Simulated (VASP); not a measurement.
Runs of VASP 6.6.1 on Rh. The structure is that of space group P6_3/mmc (No. 194), or close to it. The cells are those of the table. 

```tsv
task	cell	k mesh	cutoff (eV)	gap on the mesh (eV)	pressure (GPa)
relaxation of cell and atoms	relaxed from a = 2.689, b = 2.689, c = 4.391 Å, angles 90.0, 90.0, 120.0°, 2 atoms	13 × 13 × 7	600	none	0.0
single point	a = 2.848, b = 2.848, c = 4.588 Å, angles 90.0, 90.0, 120.0°, 2 atoms	15 × 15 × 8	520	none	-19.4
single point	a = 2.743, b = 2.743, c = 4.418 Å, angles 90.0, 90.0, 120.0°, 2 atoms	22 × 22 × 12	520	none	0.1
single point	a = 2.628, b = 2.628, c = 4.234 Å, angles 90.0, 90.0, 120.0°, 2 atoms	15 × 15 × 8	520	none	41.7
single point	a = 2.668, b = 2.668, c = 4.297 Å, angles 90.0, 90.0, 120.0°, 2 atoms	15 × 15 × 8	520	none	24.2
single point	a = 2.814, b = 2.814, c = 4.533 Å, angles 90.0, 90.0, 120.0°, 2 atoms	15 × 15 × 8	520	none	(b)
single point	a = 2.779, b = 2.779, c = 4.476 Å, angles 90.0, 90.0, 120.0°, 2 atoms	15 × 15 × 8	520	none	(a)
single point	a = 2.743, b = 2.743, c = 4.418 Å, angles 90.0, 90.0, 120.0°, 2 atoms	13 × 13 × 7	520	none	0.1
single point	a = 2.706, b = 2.706, c = 4.359 Å, angles 90.0, 90.0, 120.0°, 2 atoms	15 × 15 × 8	520	none	10.7
single point	a = 2.743, b = 2.743, c = 4.418 Å, angles 90.0, 90.0, 120.0°, 2 atoms	15 × 15 × 8	520	none	0.1
```

Alike in all rows: level RPBE; potentials or basis VASP PAW PBE potentials, release 64 (Rh_pv); no spin polarisation; smearing fermi-dirac 0.1 eV.

Estimate the missing entries.

(a) -8.2; (b) -14.5.

Caveats: the PAW data sets were made with another functional, which shifts forces and pressure a little.

A k mesh can miss the band edges, and the runs leave out spin-orbit coupling on Rh.

A gap of «none» marks levels without a gap at the run's occupations.
